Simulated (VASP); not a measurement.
# As (R-3m) in VASP: further runs

The runs below take As through single point, with PBE.

Everything below comes from runs of VASP 6.6.1. Logs are shortened: lines on timing, memory, paths and dates and some standing lists are left out, and cuts for length are marked.

## Step 1: The cell of the first run

The structure is trigonal, space group R-3m (No. 166). The conventional cell has a = 3.678 Å, b = 3.678 Å, c = 9.326 Å, α = 90.00°, β = 90.00°, γ = 120.00°. Within 3.3 Å of As (site symmetry 3m) lie 6 As at 2.50 to 2.78 Å.

## Step 2: Single point, PBE (18.21 Å³/atom)

INCAR

```
  PREC = Accurate
  ENCUT = 600
  EDIFF = 1E-6
  ISMEAR = -1
  SIGMA = 0.1
  LREAL = F
  LASPH = T
  NELM = 120
  ALGO = Normal
  ISIF = 2
  LWAVE = F
  LCHARG = F
  GGA = PE
  NBANDS = 22
  GGA_COMPAT = F
```

KPOINTS

```
Automatic mesh
0
Gamma
  14 14 14
```

POSCAR

```
As
1.0
    1.8390498687     -1.0617759368      3.1087289109
    0.0000000000      2.1235518735      3.1087289109
   -1.8390498687     -1.0617759368      3.1087289109
As
2
Direct
    0.2369110440      0.2369110440      0.2369110440
   -0.2369110440     -0.2369110440     -0.2369110440
```

Potentials or basis: VASP PAW PBE potentials, release 64 (As_d).

The run is started by

```sh
> cat potpaw_PBE.64/As_d/POTCAR > POTCAR
> mpirun -np 1 vasp_std > vasp.out
```

OUTCAR:

```text
PREC = Accurate
   ENCUT = 600
   EDIFF = 1E-6
   ISMEAR = -1
   LREAL = F
   LASPH = T
   NELM = 120
   ISIF = 2
   GGA = PE

 ion  position               nearest neighbor table
   1  0.237  0.237  0.237-   2 2.50   2 2.50   2 2.50   2 2.78   2 2.78   2 2.78
   2  0.763  0.763  0.763-   1 2.50   1 2.50   1 2.50   1 2.78   1 2.78   1 2.78

  LATTYP: Found a trigonal (rhomboedric) cell.
 ALAT       =     3.7647932215
 COS(alpha) =     0.5227622914

  Lattice vectors:

 A1 = (   1.8390498687,  -1.0617759368,   3.1087289109)
 A2 = (   0.0000000000,   2.1235518735,   3.1087289109)
 A3 = (  -1.8390498687,  -1.0617759368,   3.1087289109)

Analysis of symmetry for initial positions (statically):
=====================================================================
 Subroutine PRICEL returns:
 Original cell was already a primitive cell.

 Routine SETGRP: Setting up the symmetry group for a
 trigonal (rhombohedral) supercell.

 Subroutine GETGRP returns: Found 12 space group operations
 (whereof 12 operations were pure point group operations)
 out of a pool of 12 trial point group operations.

The static configuration has the point symmetry D_3d.

Analysis of symmetry for dynamics (positions and initial velocities):
=====================================================================
 Subroutine PRICEL returns:
 Original cell was already a primitive cell.

 Routine SETGRP: Setting up the symmetry group for a
 trigonal (rhombohedral) supercell.

 Subroutine GETGRP returns: Found 12 space group operations
 (whereof 12 operations were pure point group operations)
 out of a pool of 12 trial point group operations.

The dynamic configuration has the point symmetry D_3d.

 Subroutine INISYM returns: Found 12 space group operations
 (whereof 12 operations are pure point group operations),
 and found     1 'primitive' translations

----------------------------------------------------------------------------------------

                                     Primitive cell

  volume of cell :      36.4217

  direct lattice vectors                    reciprocal lattice vectors
     1.839049869 -1.061775937  3.108728911     0.271879522 -0.156969715  0.107224960
     0.000000000  2.123551873  3.108728911     0.000000000  0.313939431  0.107224960
[... 79 lines left out ...]
   ISPIN  =      1    spin polarized calculation?
   LNONCOLLINEAR =      F non collinear calculations
   LSORBIT =      F    spin-orbit coupling
   LASPH  =      T    aspherical Exc in radial PAW
   ENCUT  =  600.0 eV  44.10 Ry    6.64 a.u.   7.52  7.52  7.52*2*pi/ulx,y,z
   NELM   =    120;   NELMIN=  2; NELMDL= -5     # of ELM steps
   EDIFF  = 0.1E-05   stopping-criterion for ELM
   LREAL  =      F    real-space projection
   EDIFFG = 0.1E-04   stopping-criterion for IOM
   NSW    =      0    number of steps for IOM
   IBRION =     -1    ionic relax: 0-MD 1-quasi-New 2-CG
   NFREE  =      0    steps in history (QN), initial steepest desc. (CG)
   ISIF   =      2    stress and relaxation
   ISYM   =      2    0-nonsym 1-usesym 2-fastsym
   POTIM  = 0.5000    time-step for ionic-motion
   TEBEG  =    0.0;   TEEND  =   0.0 temperature during run
   PSTRESS=    0.0 pullay stress
   NELECT =      30.0000    total number of electrons
   NUPDOWN=      -1.0000    fix difference up-down
   EMIN   =  10.00;   EMAX   =-10.00  energy-range for DOS
   EFERMI =   0.00;   METHOD = LEGACY
   ISMEAR =    -1;   SIGMA  =   0.10  broadening in eV -4-tet -1-fermi 0-gaus
   EFERMI_NEDOS =   21; number of points for ismear=-14 and -15
   IALGO  =     38    algorithm
   IMIX   =      4    mixing-type and parameters
     AMIX     =   0.40;   BMIX     =  1.00
     AMIX_MAG =   1.60;   BMIX_MAG =  1.00
  volume/ion in A,a.u.               =      18.21       122.89
  Fermi-wavevector in a.u.,A,eV,Ry     =   1.534600  2.899973 32.041666  2.354996
  Thomas-Fermi vector in A             =   2.641505
   LORBIT       =      0    0 simple, 1 ext, 2 COOP (PROOUT), +10 PAW based schemes
   GGA     = PE    functional components
   LHFCALC =     F    Hartree Fock is set to
   AEXX    =    0.0000 exact exchange contribution
   IVDW    =     0    specifies the selected vdW correction
   LEPSILON=     F    determine dielectric tensor
   LRPA    =     F    only Hartree local field effects (RPA)
 non-spin polarized calculation
  energy-cutoff  :      600.00
  volume of cell :       36.42
 maximum number of plane-waves:      1249
   NGX = 15   NGY = 15   NGZ = 15

 number of electron      30.0000002 magnetization

 Free energy of the ion-electron system (eV)
  ---------------------------------------------------
  ext. energy  EPLUGINS =         0.00000000
  ---------------------------------------------------
  free energy    TOTEN  =        -9.04717104 eV

  energy without entropy =       -9.03643861  energy(sigma->0) =       -9.04180482

 E-fermi :   5.2671     XC(G=0): -11.5867

 val. band max:        5.2082106494   @ k =   0.4286   0.4286   0.4286
 cond. band min:       5.2722164059   @ k =   0.5000   0.4286   0.4286
 fundamental gap:      0.0640057565
 Fermi energy:         5.2670986006

 k-point     1 :       0.0000    0.0000    0.0000
  band No.  band energies     occupation
      1     -31.1280      2.00000
      2     -31.1280      2.00000
      3     -31.0638      2.00000
      4     -31.0638      2.00000
      5     -31.0472      2.00000
      6     -30.9780      2.00000
[... 589 lines left out ...]
     21      14.1507      0.00000
     22      16.5443      0.00000

 [... further k-points ...]

------------------------ aborting loop because EDIFF is reached ----------------------------------------

  FORCE on cell =-STRESS in cart. coord.  units (eV):
  Direction    XX          YY          ZZ          XY          YZ          ZX
  --------------------------------------------------------------------------------------
  -------------------------------------------------------------------------------------
  Total        3.3363411      3.3363411      3.3183807      0.0000000     -0.0000000      0.0000000
  in kB      146.7643386    146.7643386    145.9742673      0.0000000     -0.0000000      0.0000000
  external PRESSURE =     146.5009815 kB  Pullay stress =       0.0000000 kB

 VOLUME and BASIS-vectors are now :
 -----------------------------------------------------------------------------
  energy-cutoff  :      600.00
  volume of cell :       36.42
      direct lattice vectors                 reciprocal lattice vectors
     1.839049869 -1.061775937  3.108728911     0.271879522 -0.156969715  0.107224960
     0.000000000  2.123551873  3.108728911     0.000000000  0.313939431  0.107224960
    -1.839049869 -1.061775937  3.108728911    -0.271879522 -0.156969715  0.107224960

 POSITION                                       TOTAL-FORCE (eV/Angst)
 -----------------------------------------------------------------------------------
      0.00000     -0.00000      2.20948         0.000000     -0.000000      0.003971
      0.00000     -0.00000      7.11671         0.000000      0.000000     -0.003971
 -----------------------------------------------------------------------------------
    total drift:                                0.000000      0.000000     -0.000000

  FREE ENERGIE OF THE ION-ELECTRON SYSTEM (eV)
  ---------------------------------------------------
  free  energy   TOTEN  =        -9.0471710391 eV

  energy  without entropy=       -9.0364386096  energy(sigma->0) =       -9.04180482
```

OSZICAR:

```text
N       E                     dE             d eps       ncg     rms          rms(c)
DAV:   1     0.196647832764E+03    0.19665E+03   -0.13742E+04 17128   0.721E+03
DAV:   2     0.184511555250E+02   -0.17820E+03   -0.16938E+03 12966   0.895E+02
DAV:   3    -0.786095227935E+01   -0.26312E+02   -0.25766E+02 13944   0.147E+02
DAV:   4    -0.904619605218E+01   -0.11852E+01   -0.11806E+01 14792   0.359E+01
DAV:   5    -0.906602518271E+01   -0.19829E-01   -0.19822E-01 14176   0.561E+00    0.448E+00
DAV:   6    -0.905339065908E+01    0.12635E-01   -0.69850E-03 15618   0.106E+00    0.266E+00
DAV:   7    -0.904696953526E+01    0.64211E-02   -0.96938E-03 18186   0.912E-01    0.118E-01
DAV:   8    -0.904715222023E+01   -0.18268E-03   -0.43518E-04 15866   0.268E-01    0.166E-02
DAV:   9    -0.904716937924E+01   -0.17159E-04   -0.18701E-05 14312   0.410E-02    0.532E-03
DAV:  10    -0.904717128646E+01   -0.19072E-05   -0.42191E-06 16742   0.372E-02    0.155E-03
DAV:  11    -0.904717103911E+01    0.24735E-06   -0.24994E-07  9320   0.108E-02
   1 F= -.90471710E+01 E0= -.90418048E+01  d E =-.107324E-01
```

stdout:

```text
POSCAR found type information on POSCAR As
 POSCAR found :  1 types and       2 ions
 scaLAPACK will be used
 LDA part: xc-table for (Slater+PW92), standard interpolation
 POSCAR, INCAR and KPOINTS ok, starting setup
 FFT: planning ... GRIDC
 FFT: planning ... GRID_SOFT
 FFT: planning ... GRID
 WAVECAR not read
 entering main loop
```

Run time: 92 s. Hardware: 1 thread of AMD EPYC 9R45 (Zen 5), shared host; peak memory 0.31 GiB.

What came out:

```yaml
Free_energy: -9.0472 eV
Pressure: 14.7 GPa
Largest_force: 0.004 eV/Å
Band_gap_on_the_k_mesh: zero (bands 15 and 16 overlap by 0.63 eV)
```

Forces in eV/Å, atoms in the order of the input:
```
As   0.000  0.000  0.004
As   0.000  0.000 -0.004
```

Levels at points of the mesh, in eV from the Fermi level:
| k point | band 11 | band 12 | band 13 | band 14 | band 15 | band 16 | band 17 | band 18 | band 19 | band 20 |
| --- | --- | --- | --- | --- | --- | --- | --- | --- | --- | --- |
| (0.00, 0.00, 0.00) | -16.17 | -4.55 | -2.43 | -2.28 | -2.28 | 3.13 | 3.83 | 3.83 | 6.03 | 6.03 |
| (0.50, 0.00, 0.00) | -12.78 | -12.10 | -2.27 | -2.00 | -0.50 | 0.04 | 0.13 | 0.47 | 10.61 | 11.36 |
| (0.50, 0.50, 0.00) | -12.66 | -9.34 | -7.39 | -4.99 | -4.93 | 1.52 | 6.79 | 7.24 | 9.32 | 11.46 |
| (0.50, 0.50, 0.50) | -13.56 | -11.48 | -1.70 | -1.70 | -0.26 | -0.26 | -0.20 | 1.38 | 9.83 | 11.82 |

Caveat: the cell stands under pressure.

## Step 3: Single point, PBE (20.49 Å³/atom)

This run uses another cell than the first one, of 20.49 Å³/atom.

INCAR

```
SYSTEM = As
ALGO     = Normal         ! electronic algorithm
EDIFF    = 1E-6           ! SCF threshold, eV
ENCUT    = 600            ! plane-wave cutoff, eV
GGA      = PE             ! functional
GGA_COMPAT= .FALSE.      
ISIF     = 2              ! what is computed and relaxed
ISMEAR   = -1             ! smearing method
LASPH    = .TRUE.         ! aspherical terms in the spheres
LCHARG   = .TRUE.         ! write CHGCAR
LELF     = .TRUE.         ! ELF
LREAL    = .FALSE.        ! projectors in reciprocal space
LVHAR    = .TRUE.       
LWAVE    = .FALSE.        ! write WAVECAR
NBANDS   = 22             ! bands
NELM     = 120            ! most SCF steps
PREC     = Accurate       ! precision mode
SIGMA    = 0.1            ! smearing width, eV
```

KPOINTS

```
k-points
0
G
  14 14 14
  0 0 0
```

POSCAR

```
As
1.0
    1.8852120817     -1.0884277028      3.3281428432
    0.0000000000      2.1768554057      3.3281428431
   -1.8852120817     -1.0884277028      3.3281428432
As
2
Direct
    0.2312937003      0.2312937003      0.2312937003
   -0.2312937003     -0.2312937003     -0.2312937003
```

Potentials or basis: VASP PAW PBE potentials, release 64 (As_d).

The run is started by

```sh
> cat potpaw_PBE.64/As_d/POTCAR > POTCAR
> mpirun -np 1 vasp_std > vasp.out
```

It took 3 min on 1 thread of Intel Xeon Platinum 8259CL at 2.50GHz (Skylake/Cascade Lake), shared host; peak memory 0.36 GiB.

Results (log left out):

```
Free energy            : -9.3067 eV
Pressure               : 4.6 GPa
Largest force          : 0.008 eV/Å
Band gap on the k mesh : zero (bands 15 and 16 overlap by 0.47 eV)
```

Forces in eV/Å, atoms in the order of the input:
```
As   0.000  0.000  0.008
As   0.000  0.000 -0.008
```

Levels at points of the mesh, in eV from the Fermi level:
| k point | band 13 | band 14 | band 15 | band 16 | band 17 | band 18 |
| --- | --- | --- | --- | --- | --- | --- |
| (0.00, 0.00, 0.00) | -2.43 | -2.13 | -2.13 | 2.23 | 3.19 | 3.19 |
| (0.50, 0.00, 0.00) | -2.56 | -2.37 | -0.32 | -0.29 | 0.24 | 0.77 |
| (0.50, 0.50, 0.00) | -6.50 | -4.48 | -4.40 | 1.60 | 5.82 | 6.75 |
| (0.50, 0.50, 0.50) | -1.74 | -1.74 | -0.60 | 0.26 | 0.26 | 1.52 |

Caveat: the cell stands under pressure.

[end of part 1 of 2]
